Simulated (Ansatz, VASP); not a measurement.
## One calculation of ZnSe, two programs

```
Se Zn
1.0
     0.00000    2.83380    2.83380
     2.83380    0.00000    2.83380
     2.83380    2.83380    0.00000
Se Zn
1 1
Direct
  0.75000 0.75000 0.75000
  0.00000 0.00000 0.00000
```

Alike in both runs: task single point; functional PBEsol; k mesh 8 × 8 × 8; occupations gaussian, width 0.02 eV; no spin polarisation.

|  | VASP | Ansatz |
| --- | --- | --- |
| version | VASP 6.6.1 | Ansatz 0.2.0 |
| potentials or method | VASP PAW PBE potentials, release 64 (Se, Zn), cutoff 520 eV | all-electron LAPW, scalar-relativistic |

```csv
,VASP,Ansatz,Ansatz less VASP
gap on the k mesh at the Fermi level (eV),1.17,1.17,-0.001
least direct gap on the mesh (eV),1.17,1.17,-0.001
pressure (GPa),-0.9,-1.1,-0.23
```

VASP's potentials were made for PBE, not for PBEsol. Ansatz ran all-electron here, and VASP with PAW potentials.
